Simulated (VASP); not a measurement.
**WS2: single point with PBEsol**

System: WS2, a slab with vacuum.

```
S W
1.0
     3.14761    0.00000    0.00000
     0.00000    6.62460    0.00000
     0.00000    0.00000   27.66273
S W
10 5
Cartesian
  1.5738 4.8562 7.5000
  1.5738 1.2448 8.3596
  0.0000 4.1085 10.1213
  0.0000 0.4970 10.9809
  1.5738 3.3607 12.7427
  1.5738 6.3739 13.6022
  0.0000 2.6129 15.3640
  0.0000 5.6261 16.2236
  1.5738 1.8651 17.9853
  1.5738 4.8783 18.8449
  1.5738 5.8645 9.6774
  0.0000 5.1167 12.2987
  1.5738 4.3689 14.9201
  0.0000 3.6212 17.5414
  1.5738 2.8734 20.1627
```

```
Program             : VASP 6.6.1
Task                : single point
Functional          : PBEsol
Potentials or basis : VASP PAW PBE potentials, release 64 (S, W_sv)
Cutoff              : 520 eV
k mesh              : 8 × 4 × 1
Occupations         : gaussian, width 0.05 eV
Spin                : no spin polarisation
```

| Item | Value |
| --- | --- |
| Largest force | 3.486 eV/Å |
| Band gap on the k mesh | zero (bands 65 and 66 overlap by 0.45 eV) |

Forces on the atoms (eV/Å):
```
S    0.000  0.669  0.970
S    0.000 -0.885  0.194
S    0.000  0.150 -0.153
S    0.000 -0.019 -0.115
S    0.000 -0.023 -0.038
S    0.000  0.030 -0.013
S    0.000 -0.129  0.016
S    0.000  0.092  0.079
S    0.000 -0.157  1.761
S    0.000 -0.765  1.592
W    0.000  0.165 -1.159
W    0.000 -0.088  0.325
W    0.000 -0.006  0.052
W    0.000  0.049 -0.147
W    0.000  0.918 -3.363
```

Levels at points of the mesh, in eV from the Fermi level:
```csv
k point,band 62,band 63,band 64,band 65,band 66,band 67,band 68,band 69
"(0.00, 0.00, 0.00)",-0.79,-0.51,-0.10,-0.04,-0.03,0.73,1.07,1.13
"(0.50, 0.00, 0.00)",-1.42,-0.73,-0.44,0.28,0.29,0.37,0.38,1.67
"(0.00, 0.50, 0.00)",-0.71,-0.40,0.05,0.08,0.24,0.69,1.05,1.12
"(0.50, 0.50, 0.00)",-1.38,-0.71,-0.47,-0.08,0.42,0.43,0.67,1.65
```

Wall time 18 min on 1 thread of Intel(R) Xeon(R) 6975P-C (Granite Rapids) (shared host), peak memory 0.78 GiB.

Caveat: the PAW data sets were made with another functional, which shifts forces and pressure a little; spin-orbit coupling is left out, which moves the levels of the heavy elements.
